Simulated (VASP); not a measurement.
# DyBe (Cmcm) in VASP: notebook

DyBe is run at these levels: PBE; tasks: single point, relaxation of cell and atoms.

Everything below comes from runs of VASP 6.6.1. Logs are shortened: lines on timing, memory, paths and dates and some standing lists are left out, and cuts for length are marked.

### 1 The cell of the first run

It takes space group Cmcm (No. 63, orthorhombic). The conventional cell has a = 4.525 Å, b = 8.596 Å, c = 4.010 Å, α = 90.00°, β = 90.00°, γ = 90.00°. Dy (site symmetry m2m) has 9 Be at 2.74 to 3.70 Å and 6 Dy at 3.39 to 3.40 Å within 3.8 Å. Be (site symmetry m2m) has 2 Be at 2.04 Å and 3 Dy at 2.74 to 2.75 Å within 2.8 Å.

The cell was generated, and may not be a known phase.

### 2 Single point, PBE

File INCAR:

```
SYSTEM = DyBe
ALGO     = Normal         ! electronic algorithm
EDIFF    = 1E-6           ! SCF threshold, eV
ENCUT    = 600            ! plane-wave cutoff, eV
GGA      = PE             ! functional
GGA_COMPAT= .False.      
ISIF     = 2              ! what is computed and relaxed
ISMEAR   = 0              ! smearing method
LASPH    = .True.         ! aspherical terms in the spheres
LCHARG   = .False.        ! write CHGCAR
LMAXMIX  = 6              ! l up to which the mixer works
LREAL    = .False.        ! projectors in reciprocal space
LWAVE    = .False.        ! write WAVECAR
NBANDS   = 19             ! bands
NELM     = 200            ! most SCF steps
PREC     = Accurate       ! precision mode
SIGMA    = 0.2            ! smearing width, eV
```

File KPOINTS:

```
k-points
0
Gamma
  5 5 6
  0 0 0
```

File POSCAR:

```
DyBe
1.0
    2.2624289785     -4.2978416748      0.0000000000
    2.2624289785      4.2978416748      0.0000000000
    0.0000000000      0.0000000000      4.0098665097
Dy Be
2 2
Direct
    0.1588813831      0.8411186169      0.2500000000
    0.8411186169      0.1588813831      0.7500000000
    0.4791811933      0.5208188067      0.2500000000
    0.5208188067      0.4791811933      0.7500000000
```

Potentials or basis: VASP PAW PBE potentials, release 64 (Dy_3, Be), 4f in core.

Launch:

```sh
> cat potpaw_PBE.64/Dy_3/POTCAR potpaw_PBE.64/Be/POTCAR > POTCAR
> mpirun -np 1 vasp_std > vasp.out
```

OUTCAR:

```text
SYSTEM = DyBe
   EDIFF = 1E-6
   ENCUT = 600
   GGA = PE
   ISIF = 2
   ISMEAR = 0
   LASPH = .True.
   LREAL = .False.
   NELM = 200
   PREC = Accurate

 ion  position               nearest neighbor table
   1  0.159  0.841  0.250-   3 2.74   3 2.74   3 2.75   2 3.39   2 3.39   2 3.40   2 3.40   2 3.40
                             2 3.40
   2  0.841  0.159  0.750-   4 2.74   4 2.74   4 2.75   1 3.39   1 3.39   1 3.40   1 3.40   1 3.40
                             1 3.40
   3  0.479  0.521  0.250-   4 2.04   4 2.04   1 2.74   1 2.74   1 2.75
   4  0.521  0.479  0.750-   3 2.04   3 2.04   2 2.74   2 2.74   2 2.75

  LATTYP: Found a base centered orthorhombic cell.
 ALAT       =     4.5248579570
 B/A-ratio  =     1.8996581619
 C/A-ratio  =     0.8861861627

  Lattice vectors:

 A1 = (   2.2624289785,  -4.2978416748,   0.0000000000)
 A2 = (   2.2624289785,   4.2978416748,   0.0000000000)
 A3 = (   0.0000000000,   0.0000000000,   4.0098665097)

Analysis of symmetry for initial positions (statically):
=====================================================================
 Subroutine PRICEL returns:
 Original cell was already a primitive cell.

 Routine SETGRP: Setting up the symmetry group for a
 base centered orthorhombic supercell.

 Subroutine GETGRP returns: Found  8 space group operations
 (whereof  4 operations were pure point group operations)
 out of a pool of  8 trial point group operations.

The static configuration has the point symmetry C_2h.
 The point group associated with its full space group is D_2h.

Analysis of symmetry for dynamics (positions and initial velocities):
=====================================================================
 Subroutine PRICEL returns:
 Original cell was already a primitive cell.

 Routine SETGRP: Setting up the symmetry group for a
 base centered orthorhombic supercell.

 Subroutine GETGRP returns: Found  8 space group operations
 (whereof  4 operations were pure point group operations)
 out of a pool of  8 trial point group operations.

The dynamic configuration has the point symmetry C_2h.
 The point group associated with its full space group is D_2h.

 Subroutine INISYM returns: Found  8 space group operations
 (whereof  4 operations are pure point group operations),
 and found     1 'primitive' translations

----------------------------------------------------------------------------------------

                                     Primitive cell

  volume of cell :      77.9804

  direct lattice vectors                    reciprocal lattice vectors
     2.262428979 -4.297841675  0.000000000     0.221001413 -0.116337464  0.000000000
     2.262428979  4.297841675  0.000000000     0.221001413  0.116337464  0.000000000
     0.000000000  0.000000000  4.009866510     0.000000000  0.000000000  0.249384860

  length of vectors
     4.856956655  4.856956655  4.009866510     0.249751937  0.249751937  0.249384860

  position of ions in fractional coordinates (direct lattice)
     0.158881383  0.841118617  0.250000000
     0.841118617  0.158881383  0.750000000
     0.479181193  0.520818807  0.250000000
     0.520818807  0.479181193  0.750000000

  ion indices of the primitive-cell ions
   primitive index   ion index
                 1           1
                 2           2
                 3           3
                 4           4

----------------------------------------------------------------------------------------

 KPOINTS: k-points

Automatic generation of k-mesh.
 Grid dimensions read from file:
 generate k-points for:    5    5    6

 Generating k-lattice:

  Cartesian coordinates                     Fractional coordinates (reciprocal lattice)
     0.044200283 -0.023267493  0.000000000     0.200000000 -0.000000000  0.000000000
     0.044200283  0.023267493  0.000000000    -0.000000000  0.200000000  0.000000000
     0.000000000  0.000000000  0.041564143     0.000000000  0.000000000  0.166666667

  Length of vectors
     0.049950387  0.049950387  0.041564143

  Shift w.r.t. Gamma in fractional coordinates (k-lattice)
     0.000000000  0.000000000  0.000000000

 Subroutine IBZKPT returns following result:
 ===========================================

 Found     36 irreducible k-points:

 Following reciprocal coordinates:
            Coordinates               Weight
  0.000000  0.000000  0.000000      1.000000
  0.200000 -0.000000  0.000000      4.000000
  0.400000  0.000000  0.000000      4.000000
  0.200000  0.200000  0.000000      2.000000
  0.400000  0.200000  0.000000      4.000000
 -0.400000  0.200000  0.000000      4.000000
[... 16 lines left out ...]
  0.400000  0.200000  0.333333      8.000000
 -0.400000  0.200000  0.333333      8.000000
 [... further k-points ...]
   k-points           NKPTS =     36   k-points in BZ     NKDIM =     36   number of bands    NBANDS=     19
   number of dos      NEDOS =    301   number of ions     NIONS =      4
   total plane-waves  NPLWV =  51200
   dimension x,y,z NGX =    40 NGY =   40 NGZ =   32
   dimension x,y,z NGXF=    80 NGYF=   80 NGZF=   64
   ions per type =               2   2
   NGX,Y,Z   is equivalent  to a cutoff of  13.69, 13.69, 13.27 a.u.
   NGXF,Y,Z  is equivalent  to a cutoff of  27.38, 27.38, 26.53 a.u.
 SYSTEM =  DyBe
   PREC   = accura    normal or accurate (medium, high low for compatibility)
   ISTART =      0    job   : 0-new  1-cont  2-samecut
   ICHARG =      2    charge: 1-file 2-atom 10-const
   ISPIN  =      1    spin polarized calculation?
   LNONCOLLINEAR =      F non collinear calculations
   LSORBIT =      F    spin-orbit coupling
   LASPH  =      T    aspherical Exc in radial PAW
   ENCUT  =  600.0 eV  44.10 Ry    6.64 a.u.   9.70  9.70  8.01*2*pi/ulx,y,z
   NELM   =    200;   NELMIN=  2; NELMDL= -5     # of ELM steps
   EDIFF  = 0.1E-05   stopping-criterion for ELM
   LREAL  =      F    real-space projection
   EDIFFG = 0.1E-04   stopping-criterion for IOM
   NSW    =      0    number of steps for IOM
   IBRION =     -1    ionic relax: 0-MD 1-quasi-New 2-CG
   NFREE  =      0    steps in history (QN), initial steepest desc. (CG)
   ISIF   =      2    stress and relaxation
   ISYM   =      2    0-nonsym 1-usesym 2-fastsym
   POTIM  = 0.5000    time-step for ionic-motion
   TEBEG  =    0.0;   TEEND  =   0.0 temperature during run
   PSTRESS=    0.0 pullay stress
   NELECT =      22.0000    total number of electrons
   NUPDOWN=      -1.0000    fix difference up-down
   EMIN   =  10.00;   EMAX   =-10.00  energy-range for DOS
   EFERMI =   0.00;   METHOD = LEGACY
   ISMEAR =     0;   SIGMA  =   0.20  broadening in eV -4-tet -1-fermi 0-gaus
   EFERMI_NEDOS =   21; number of points for ismear=-14 and -15
   IALGO  =     38    algorithm
   IMIX   =      4    mixing-type and parameters
     AMIX     =   0.40;   BMIX     =  1.00
     AMIX_MAG =   1.60;   BMIX_MAG =  1.00
  volume/ion in A,a.u.               =      19.50       131.56
  Fermi-wavevector in a.u.,A,eV,Ry     =   1.073711  2.029019 15.685541  1.152855
  Thomas-Fermi vector in A             =   2.209518
   LORBIT       =      0    0 simple, 1 ext, 2 COOP (PROOUT), +10 PAW based schemes
   GGA     = PE    functional components
   LHFCALC =     F    Hartree Fock is set to
   AEXX    =    0.0000 exact exchange contribution
   IVDW    =     0    specifies the selected vdW correction
   LEPSILON=     F    determine dielectric tensor
   LRPA    =     F    only Hartree local field effects (RPA)
 non-spin polarized calculation
 Gauss-broadening in eV      SIGMA  =   0.20
  energy-cutoff  :      600.00
  volume of cell :       77.98
 maximum number of plane-waves:      2620
   NGX = 19   NGY = 19   NGZ = 17

 number of electron      22.0000000 magnetization

 Free energy of the ion-electron system (eV)
  ---------------------------------------------------
  ext. energy  EPLUGINS =         0.00000000
  ---------------------------------------------------
  free energy    TOTEN  =       -16.54112241 eV

  energy without entropy =      -16.49330962  energy(sigma->0) =      -16.51721602

 E-fermi :   3.5055     XC(G=0): -10.1031

 val. band max:        3.5044722399   @ k =  -0.2000   0.2000   0.3333
 cond. band min:       3.5417433366   @ k =   0.4000   0.4000   0.3333
 fundamental gap:      0.0372710966
 Fermi energy:         3.5055391093

 k-point     1 :       0.0000    0.0000    0.0000
  band No.  band energies     occupation
      1     -19.7199      2.00000
      2     -19.6167      2.00000
      3     -19.5965      2.00000
      4     -19.2761      2.00000
      5     -19.2745      2.00000
      6     -19.1877      2.00000
[... 11 lines left out ...]
     18       8.2802      0.00000
     19       9.3009      0.00000

 k-point     2 :       0.2000   -0.0000    0.0000
  band No.  band energies     occupation
      1     -19.7310      2.00000
      2     -19.6134      2.00000
      3     -19.5809      2.00000
      4     -19.3018      2.00000
      5     -19.2533      2.00000
      6     -19.2234      2.00000
[... 11 lines left out ...]
     18       8.7808      0.00000
     19       9.1626      0.00000

 k-point     3 :       0.4000    0.0000    0.0000
  band No.  band energies     occupation
      1     -19.7551      2.00000
      2     -19.6295      2.00000
      3     -19.4984      2.00000
      4     -19.3418      2.00000
      5     -19.3059      2.00000
      6     -19.2248      2.00000
[... 11 lines left out ...]
     18       7.8438      0.00000
     19       8.5838      0.00000

 k-point     4 :       0.2000    0.2000    0.0000
  band No.  band energies     occupation
      1     -19.7702      2.00000
      2     -19.5999      2.00000
      3     -19.5189      2.00000
      4     -19.3611      2.00000
      5     -19.2850      2.00000
      6     -19.2137      2.00000
[... 407 lines left out ...]
     18       7.7592      0.00000
     19       9.8420      0.00000

 k-point    23 :       0.4000    0.2000    0.3333
  band No.  band energies     occupation
      1     -19.7556      2.00000
      2     -19.7002      2.00000
      3     -19.6244      2.00000
      4     -19.3436      2.00000
      5     -19.2681      2.00000
      6     -19.2009      2.00000
[... 11 lines left out ...]
     18       7.9978      0.00000
     19       9.4979      0.00000

 k-point    24 :      -0.4000    0.2000    0.3333
  band No.  band energies     occupation
      1     -19.7671      2.00000
      2     -19.6582      2.00000
      3     -19.5729      2.00000
      4     -19.3413      2.00000
      5     -19.3219      2.00000
      6     -19.2011      2.00000
[... 11 lines left out ...]
     18       7.7924      0.00000
     19       9.1059      0.00000

 [... further k-points ...]

------------------------ aborting loop because EDIFF is reached ----------------------------------------

  FORCE on cell =-STRESS in cart. coord.  units (eV):
  Direction    XX          YY          ZZ          XY          YZ          ZX
  --------------------------------------------------------------------------------------
  -------------------------------------------------------------------------------------
  Total        0.3587417     -0.1178270      0.4605935      0.0000000     -0.0000000      0.0000000
  in kB        7.3706740     -2.4208630      9.4633119      0.0000000     -0.0000000      0.0000000
  external PRESSURE =       4.8043743 kB  Pullay stress =       0.0000000 kB

 VOLUME and BASIS-vectors are now :
 -----------------------------------------------------------------------------
  energy-cutoff  :      600.00
  volume of cell :       77.98
      direct lattice vectors                 reciprocal lattice vectors
     2.262428979 -4.297841675  0.000000000     0.221001413 -0.116337464  0.000000000
     2.262428979  4.297841675  0.000000000     0.221001413  0.116337464  0.000000000
     0.000000000  0.000000000  4.009866510     0.000000000  0.000000000  0.249384860

 POSITION                                       TOTAL-FORCE (eV/Angst)
 -----------------------------------------------------------------------------------
      2.26243      2.93215      1.00247         0.000000     -0.012823     -0.000000
      2.26243     -2.93215      3.00740         0.000000      0.012823      0.000000
      2.26243      0.17895      1.00247         0.000000     -0.026016      0.000000
      2.26243     -0.17895      3.00740         0.000000      0.026016     -0.000000
 -----------------------------------------------------------------------------------
    total drift:                               -0.000000     -0.000000      0.000000

  FREE ENERGIE OF THE ION-ELECTRON SYSTEM (eV)
  ---------------------------------------------------
  free  energy   TOTEN  =       -16.5411224121 eV

  energy  without entropy=      -16.4933096213  energy(sigma->0) =      -16.51721602
```

Wall time 33 s (1 thread of Intel Xeon 6975P-C (Granite Rapids), shared host); peak memory 0.25 GiB.

What came out:

```yaml
Free_energy: -16.5411 eV
Pressure: 0.5 GPa
Largest_force: 0.026 eV/Å
Band_gap_on_the_k_mesh: zero (bands 11 and 12 overlap by 1.44 eV)
```

Forces in eV/Å, atoms in the order of the input:
```
Dy   0.000 -0.013  0.000
Dy   0.000  0.013  0.000
Be   0.000 -0.026  0.000
Be   0.000  0.026  0.000
```

Caveat: spin-orbit coupling is left out, which moves the levels of the heavy elements; the 4f electrons are frozen in the core, so they carry no moment and show no levels. Spin polarisation is off, so any magnetic state and its effect on volume and gap are missing.

### 3 Relaxation of cell and atoms, PBE

File INCAR:

```
SYSTEM = DyBe
  ALGO = Normal
  EDIFF = 1E-7
  EDIFFG = -0.01
  ENCUT = 600
  GGA = PE
  GGA_COMPAT = .False.
  IBRION = 2
  ISIF = 3
  ISMEAR = 0
  LASPH = .True.
  LCHARG = .False.
  LMAXMIX = 6
  LREAL = .False.
  LWAVE = .False.
  NELM = 200
  NELMIN = 4
  NSW = 100
  PREC = Accurate
  SIGMA = 0.1
```

File KPOINTS:

```
k-points
0
Gamma
  10 10 10
  0 0 0
```

File POSCAR:

```
DyBe
1.0
    2.2624289785     -4.2978416748      0.0000000000
    2.2624289785      4.2978416748      0.0000000000
    0.0000000000      0.0000000000      4.0098665097
Dy Be
2 2
Direct
    0.1588813831      0.8411186169      0.7500000000
    0.8411186169      0.1588813831      0.2500000000
    0.4791811933      0.5208188067      0.7500000000
    0.5208188067      0.4791811933      0.2500000000
```

Potentials or basis: VASP PAW PBE potentials, release 64 (Dy_3, Be), 4f in core.

Launch:

```sh
> cat potpaw_PBE.64/Dy_3/POTCAR potpaw_PBE.64/Be/POTCAR > POTCAR
> mpirun -np 1 vasp_std > vasp.out
```

Run time: 46 min. Hardware: 1 thread of Intel Xeon Platinum 8259CL at 2.50GHz (Skylake/Cascade Lake), shared host; peak memory 0.44 GiB.

Results (log left out):

```
Free energy                           : -16.5545 eV
Relaxed volume                        : 19.52 Å³/atom
Relaxed cell                          : a = 4.730 Å, b = 4.730 Å, c = 4.036 Å, α = 90.00°, β = 90.00°, γ = 120.15°
Space group after relaxing (to 0.1 Å) : P6_3/mmc (No. 194)
Energy gained by relaxing             : 4.5 meV/atom
Ionic steps                           : 18
Pressure after relaxing               : 0.0 GPa
Largest force after relaxing          : 0.007 eV/Å
Band gap on the k mesh                : zero (bands 11 and 12 overlap by 1.66 eV)
```

Forces in eV/Å, atoms in the order of the input:
```
Dy   0.000  0.007  0.000
Dy   0.000 -0.007  0.000
Be   0.000 -0.003  0.000
Be   0.000  0.003  0.000
```

The path:
```
step  energy change (eV)  largest force (eV/Å)  pressure (GPa)  volume (Å³)
   1              0.0000                0.0354            0.34        77.98
   2             -0.0020                0.0635           -0.05        78.44
   3             -0.0022                0.0729           -0.18        78.60
   4             -0.0032                0.0741           -0.11        78.50
   5             -0.0050                0.0793            0.11        78.19
   6             -0.0052                0.0875            0.22        78.03
   7             -0.0059                0.0883            0.20        78.06
   8             -0.0077                0.0902            0.11        78.14
   9             -0.0104                0.0939           -0.06        78.30
  10             -0.0130                0.0994           -0.36        78.61
  11             -0.0146                0.0830           -0.30        78.49
  12             -0.0174                0.0300           -0.06        78.14
  13             -0.0176                0.0056            0.04        78.00
  14             -0.0176                0.0088            0.03        78.01
  15             -0.0177                0.0068            0.04        78.00
  16             -0.0178                0.0204            0.07        77.97
  17             -0.0179                0.0120            0.01        78.04
  18             -0.0179                0.0071           -0.02        78.08
```

Final structure:
```cif
data_structure
_symmetry_space_group_name_H-M 'P 1'
_symmetry_Int_Tables_number 1
_cell_length_a 4.7301
_cell_length_b 4.7301
_cell_length_c 4.0362
_cell_angle_alpha 90.000
_cell_angle_beta 90.000
_cell_angle_gamma 120.154
_cell_volume 78.08
loop_
_atom_site_label
_atom_site_type_symbol
_atom_site_fract_x
_atom_site_fract_y
_atom_site_fract_z
_atom_site_occupancy
Dy1 Dy 0.16653 0.83347 0.75000 1
Dy2 Dy 0.83347 0.16653 0.25000 1
Be1 Be 0.49933 0.50067 0.75000 1
Be2 Be 0.50067 0.49933 0.25000 1
```

Levels at points of the mesh, in eV from the Fermi level:
```csv
k point,band 9,band 10,band 11,band 12,band 13,band 14
"(0.00, 0.00, 0.00)",-1.68,-1.37,-0.17,1.34,1.67,1.68
"(0.50, 0.00, 0.00)",-1.26,-1.10,-0.47,1.21,1.54,2.00
"(0.50, 0.50, 0.00)",-1.25,-1.10,-0.46,1.22,1.53,1.98
"(0.00, 0.00, 0.50)",-1.09,-1.09,-1.09,-1.09,3.69,3.69
"(0.50, 0.00, 0.50)",-0.87,-0.87,0.24,0.24,1.57,1.57
"(0.50, 0.50, 0.50)",-0.88,-0.88,0.25,0.25,1.58,1.58
```

Caveat: spin-orbit coupling is left out, which moves the levels of the heavy elements; the 4f electrons are frozen in the core, so they carry no moment and show no levels.

The gap in the log of VASP goes by the Fermi energy; the results here count the filled bands.